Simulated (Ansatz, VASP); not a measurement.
# Mg2NCl in VASP and in Ansatz

```
Mg N Cl
1.0
     1.64661    0.95067    5.93796
    -1.64661    0.95067    5.93796
     0.00000   -1.90134    5.93796
Mg N Cl
2 1 1
Direct
  0.22291 0.22291 0.22291
  0.77709 0.77709 0.77709
  0.50000 0.50000 0.50000
  0.00000 0.00000 0.00000
```

Alike in both runs: task single point; functional PBE; k mesh 10 × 10 × 10; occupations fermi-dirac, width 0.02 eV; no spin polarisation.

```csv
,VASP,Ansatz
version,VASP 6.6.1,Ansatz 0.2.0
potentials or method,"VASP PAW PBE potentials, release 64 (Mg, N, Cl)","plane waves, PAW"
plane-wave cutoff (eV),520,420
valence electrons in the cell,16,32
```

|  | VASP | Ansatz | Ansatz less VASP |
| --- | --- | --- | --- |
| gap on the k mesh at the Fermi level (eV) | 2.40 | 2.44 | +0.042 |
| pressure (GPa) | 2.1 | 2.4 | +0.34 |
| traceless stress, the component that is largest in VASP (GPa) | -0.05 | 0.06 | +0.112 |
| rms of the force components (eV/Å) | 0.016 | 0.036 | +0.0202 |

Atom by atom the forces differ by 0.020 eV/Å (rms over components). VASP's potentials hold 16 valence electrons a cell and Ansatz's 32, so a difference there can come from the potentials and not from the codes.
